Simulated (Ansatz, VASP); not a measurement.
**Two plane-wave programs on MgO**

```xyz
2
Lattice="0.0000 2.1320 2.1320 2.1320 0.0000 2.1320 2.1320 2.1320 0.0000" Properties=species:S:1:pos:R:3 pbc="T T T"
Mg    0.0000    0.0000    0.0000
O     2.1320    2.1320    2.1320
```

Alike in both runs: task single point; functional PBE; k mesh 9 × 9 × 9; occupations gaussian, width 0.02 eV; no spin polarisation.

|  | VASP | Ansatz |
| --- | --- | --- |
| version | VASP 6.6.1 | Ansatz 0.2.0 |
| potentials or method | VASP PAW PBE potentials, release 64 (Mg, O), cutoff 520 eV | PAW, plane waves, scalar-relativistic |
| valence electrons in the cell | 8 | 16 |

Ansatz gave:

- gap on the k mesh at the Fermi level (eV): 4.39
- pressure (GPa): -1.1

Question: Estimate VASP's values.

Answer: gap on the k mesh at the Fermi level (eV): 4.38; pressure (GPa): -1.8.

VASP's potentials hold 8 valence electrons a cell and Ansatz's 16, so a difference there can come from the potentials and not from the codes.
